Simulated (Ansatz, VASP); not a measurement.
Two plane-wave programs on Ag

The input POSCAR:

```
Ag
1.0
    0.0000000000      2.0010495236      2.0010495236
    2.0010495236      0.0000000000      2.0010495236
    2.0010495236      2.0010495236      0.0000000000
Ag
1
Direct
    0.0000000000      0.0000000000      0.0000000000
```

The input INCAR.step1:

```
SYSTEM = Ag
PREC = Accurate
ENCUT = 520
ISMEAR = -1
SIGMA = 0.05
LREAL = .False.
LASPH = .True.
NELM = 80
NBANDS = 12
GGA = PE
ALGO = Normal
EDIFF = 1E-4
LWAVE = .True.
LCHARG = .False.
```

The input INCAR.step2:

```
SYSTEM = Ag
PREC = Accurate
ENCUT = 520
EDIFF = 1E-6
ISMEAR = -1
SIGMA = 0.05
LREAL = .False.
LASPH = .True.
NELM = 80
ALGO = Normal
ISIF = 2
LWAVE = .False.
LCHARG = .False.
METAGGA = R2SCAN
LMIXTAU = .True.
NBANDS = 12
ISTART = 1
```

The input KPOINTS:

```
Automatic mesh
0
Gamma
  11 11 11
  0 0 0
```

The input input.yaml:

```yaml
crystal:
  lattice:
    - [0.0, 2.0010495236, 2.0010495236]
    - [2.0010495236, 0.0, 2.0010495236]
    - [2.0010495236, 2.0010495236, 0.0]
  atoms:
    - { symbol: Ag, position: [0.0, 0.0, 0.0] }
hamiltonian:
  xc: r2scan
  pseudopotentials: { kind: paw }
kpoints:
  mp_grid: { grid: [11, 11, 11] }
scf:
  occupations: { method: fermi_dirac, width: 0.05 }
output:
  forces: true
  stress: true
  eigenvalues: true
  write_density: true
  write_potential: true
  elf: true
  volumetric_format: npy
```

Alike in both runs: task single point; functional r2SCAN; k mesh 11 × 11 × 11; occupations fermi-dirac, width 0.05 eV; no spin polarisation.

|  | VASP | Ansatz |
| --- | --- | --- |
| version | VASP 6.6.1 | Ansatz 0.2.0 |
| potentials or method | VASP PAW PBE potentials, release 64 (Ag) | Ansatz PAW |
| plane-wave cutoff (eV) | 520 | 500 |
| valence electrons in the cell | 11 | 19 |

Ansatz gave:

| Quantity | Value |
| --- | --- |
| gap on the k mesh at the Fermi level (eV) | none |
| pressure (GPa) | 9.3 |

**Question.** What did VASP give for the same quantities?

**Answer.** gap on the k mesh at the Fermi level (eV): none; pressure (GPa): 9.6.

VASP's potentials were made for PBE, not for r2SCAN. A gap of «none» marks a metal or a gap that the smearing closes. With one functional, cell and mesh, what is left measures potentials, basis and numerics. VASP's potentials hold 11 valence electrons a cell and Ansatz's 19, so a difference there can come from the potentials and not from the codes.
